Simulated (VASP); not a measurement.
Crystal: Si.

```
CELL_PARAMETERS angstrom
0.00000 2.71356 2.71356
2.71356 0.00000 2.71356
2.71356 2.71356 0.00000
ATOMIC_POSITIONS crystal
Si 0.75000 0.75000 0.75000
Si 0.50000 0.50000 0.50000
```

| Quantity | Value |
| --- | --- |
| Program | VASP 6.6.1 |
| Task | relaxation of cell and atoms |
| Functional | PBE |
| Potentials or basis | VASP PAW PBE potentials, release 64 (Si) |
| Cutoff | 600 eV |
| k mesh | 6 × 6 × 6 |
| Occupations | fermi-dirac, width 0.02 eV |
| Spin | no spin polarisation |

At the start: pressure 2.2 GPa; volume 19.98 Å³/atom.

Q: How do energy, volume and symmetry change on relaxing?

A: Over 3 steps the energy falls by 3.2 meV/atom and the volume is 20.46 Å³/atom (+2.4 %); space group Fd-3m (No. 227, to 0.05 Å).

The path:
```csv
step,energy change (eV),largest force (eV/Å),pressure (GPa),volume (Å³)
1,0.0000,0.0000,2.22,39.96
2,-0.0035,0.0000,-1.39,41.58
3,-0.0064,0.0000,0.00,40.91
```

Final structure:
```
CELL_PARAMETERS angstrom
0.00000 2.73495 2.73495
2.73495 0.00000 2.73495
2.73495 2.73495 0.00000
ATOMIC_POSITIONS crystal
Si 0.75000 0.75000 0.75000
Si 0.50000 0.50000 0.50000
```
